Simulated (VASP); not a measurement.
Input of a VASP 6.6.1 run:

The input INCAR:

```
SYSTEM = TaN
PREC = Accurate
ENCUT = 520
EDIFF = 1E-6
ISMEAR = 0
SIGMA = 0.15
LREAL = .False.
LASPH = .True.
NELM = 60
ALGO = Normal
ISIF = 2
LWAVE = .False.
LCHARG = .False.
GGA = PE
NBANDS = 15
```

Contents of KPOINTS:

```
Automatic mesh
0
Gamma
  24 24 24
  0 0 0
```

File POSCAR:

```
TaN
1.0
    0.0000000000      2.2086347786      2.2086347786
    2.2086347786      0.0000000000      2.2086347786
    2.2086347786      2.2086347786      0.0000000000
Ta N
1 1
Direct
    0.4660423712      0.4660423712      0.5339576288
    0.0000000000      0.0000000000      0.0000000000
```

Potentials or basis: VASP PAW PBE potentials, release 64 (Ta_pv, N).

Run with:

```bash
$ cat potpaw_PBE.64/Ta_pv/POTCAR potpaw_PBE.64/N/POTCAR > POTCAR
$ mpirun -np 1 vasp_std > vasp.out
```

Task: What does it give for the band gap on the k mesh?

Result: Zero (band 8 reaches 11.13 eV, above the bottom of band 9 at 7.75 eV).

Task: Predict the pressure.

Result: 4.4 GPa.

Task: What does it give for the largest force?

Result: 1.284 eV/Å.

Forces in eV/Å, atoms in the order of the input:
```
Ta   0.000  0.000  1.284
N    0.000  0.000 -1.284
```

Caveat: the cell differs from its parent crystal (all Ta atoms moved -0.150 Å, as atom 1 along Cartesian [0 0 1]); spin-orbit coupling is left out, which moves the levels of the heavy elements; forces of over 1 eV/Å act on the atoms, so gaps and moduli don't describe the material at rest.
